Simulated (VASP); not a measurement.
Crystal: BaTa2.

```
Ba Ta
1.0
     0.00000    3.26357    3.26357
     3.26357    0.00000    3.26357
     3.26357    3.26357    0.00000
Ba Ta
1 2
Cartesian
  0.0000 0.0000 0.0000
  1.6318 1.6318 1.6318
  4.8954 4.8954 4.8954
```

```yaml
Program: VASP 6.6.1
Task: relaxation of cell and atoms
Functional: PBE
Potentials_or_basis: VASP PAW PBE potentials, release 64 (Ba_sv, Ta_pv)
Cutoff: 600 eV
k_mesh: 4 × 4 × 4
Occupations: gaussian, width 0.1 eV
Spin: no spin polarisation
```

At the start: pressure 9.4 GPa; volume 23.17 Å³/atom.

**Question.** How do energy, volume and symmetry change on relaxing?

**Answer.** Over 3 steps the energy falls by 67.8 meV/atom and the volume is 25.81 Å³/atom (+11.4 %); space group Fm-3m (No. 225, to 0.05 Å).

The path:
```csv
step,energy change (eV),largest force (eV/Å),pressure (GPa),volume (Å³)
1,0.0000,0.0000,9.39,69.52
2,-0.1112,0.0000,-4.02,84.10
3,-0.2035,0.0000,-0.04,77.44
```

Final structure:
```xyz
3
Lattice="0.0000 3.3831 3.3831 3.3831 0.0000 3.3831 3.3831 3.3831 0.0000" Properties=species:S:1:pos:R:3 pbc="T T T"
Ba    0.0000    0.0000    0.0000
Ta    1.6916    1.6916    1.6916
Ta    5.0747    5.0747    5.0747
```

Caveat: the k points lie up to 0.40 Å⁻¹ apart in the final cell.
